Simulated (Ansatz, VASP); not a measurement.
One calculation of InSe, two programs

INCAR

```
PREC = Accurate ; ENCUT = 520
EDIFF = 1E-6 ; ISMEAR = -1
SIGMA = 0.05 ; LREAL = False
LASPH = True ; NELM = 100
ALGO = Normal ; ISIF = 2
LWAVE = False ; LCHARG = True
LELF = True ; LVHAR = True
NBANDS = 27
```

The input KPOINTS:

```
Automatic mesh
0
Gamma
  8 8 8
```

The input POSCAR:

```
InSe
1.0
    2.0000000000      1.1547005384      8.4400000000
   -2.0000000000      1.1547005384      8.4400000000
    0.0000000000     -2.3094010768      8.4400000000
In Se
2 2
Direct
    0.8886000000      0.8886000000      0.8886000000
    0.0000000000      0.0000000000      0.0000000000
    0.1719000000      0.1719000000      0.1719000000
    0.3835000000      0.3835000000      0.3835000000
```

File input.yaml:

```yaml
crystal:
  lattice:
    - [2.0, 1.1547005384, 8.44]
    - [-2.0, 1.1547005384, 8.44]
    - [0.0, -2.3094010768, 8.44]
  atoms:
    - { symbol: In, position: [0.8886, 0.8886, 0.8886] }
    - { symbol: In, position: [0.0, 0.0, 0.0] }
    - { symbol: Se, position: [0.1719, 0.1719, 0.1719] }
    - { symbol: Se, position: [0.3835, 0.3835, 0.3835] }
hamiltonian:
  xc: lda
  pseudopotentials: { kind: paw }
kpoints:
  mp_grid: { grid: [8, 8, 8] }
  band_path:
    path:
      - [[0.0, 0.0, 0.0], [0.5, 0.0, 0.0], [0.5, 0.1791451724, -0.1791451724]]
      - [[0.8208548276, 0.5, 0.1791451724], [0.5, 0.5, 0.5], [0.0, 0.0, 0.0], [0.3395725862, 0.0, -0.3395725862]]
      - [[0.6604274138, 0.3395725862, 0.0], [0.5, 0.5, 0.0], [0.6604274138, 0.6604274138, 0.1791451724], [0.5, 0.5, 0.5]]
      - [[0.5, 0.0, 0.0], [0.8208548276, 0.3395725862, 0.3395725862]]
    npoints: 14
scf:
  occupations: { method: fermi_dirac, width: 0.05 }
  n_extra_bands: 10
output:
  forces: true
  stress: true
  eigenvalues: true
  fatbands: true
```

Alike in both runs: functional LDA; k mesh 8 × 8 × 8; occupations fermi-dirac, width 0.05 eV; no spin polarisation.

```csv
,VASP,Ansatz
version,VASP 6.6.1,Ansatz 0.2.0
potentials or method,"VASP PAW LDA potentials, release 64 (In_d, Se)",Ansatz PAW
plane-wave cutoff (eV),520,420
valence electrons in the cell,38,58
task,single point,band structure
```

|  | VASP | Ansatz | Ansatz less VASP |
| --- | --- | --- | --- |
| gap on the k mesh at the Fermi level (eV) | 0.23 | 0.22 | -0.012 |
| least direct gap on the mesh (eV) | 0.23 | 0.22 | -0.012 |
| pressure (GPa) | -1.4 | -1.5 | -0.13 |
| traceless stress, the component that is largest in VASP (GPa) | -0.80 | -0.81 | -0.010 |
| rms of the force components (eV/Å) | 0.101 | 0.098 | -0.0035 |

LDA's correlation is that of Perdew and Zunger in VASP and of Perdew and Wang (1992) in Ansatz. Atom by atom the forces differ by 0.012 eV/Å (rms over components). VASP's potentials hold 38 valence electrons a cell and Ansatz's 58, so a difference there can come from the potentials and not from the codes.
